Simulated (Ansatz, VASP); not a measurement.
**SrCl2: VASP beside Ansatz**

```
Sr Cl
1.0
     0.00000    3.57596    3.35390
     3.57596    0.00000    3.35390
     3.57596    3.57596    0.00000
Sr Cl
1 2
Direct
  0.00000 0.00000 0.00000
  0.25000 0.25000 0.25000
  0.75000 0.75000 0.75000
```

Alike in both runs: task single point; functional PBE; k mesh 6 × 6 × 6; occupations gaussian, width 0.05 eV; no spin polarisation.

|  | VASP | Ansatz |
| --- | --- | --- |
| version | VASP 6.6.1 | Ansatz 0.2.0 |
| potentials or method | VASP PAW PBE potentials, release 64 (Sr_sv, Cl), cutoff 520 eV | scalar-relativistic, plane waves, PAW |
| valence electrons in the cell | 24 | 24 |

|  | VASP | Ansatz | Ansatz less VASP |
| --- | --- | --- | --- |
| gap on the k mesh at the Fermi level (eV) | 4.92 | 4.92 | +0.003 |
| least direct gap on the mesh (eV) | 5.19 | 5.19 | +0.001 |
| pressure (GPa) | 0.7 | 0.6 | -0.08 |
| traceless stress, the component that is largest in VASP (GPa) | 2.24 | 2.26 | +0.013 |
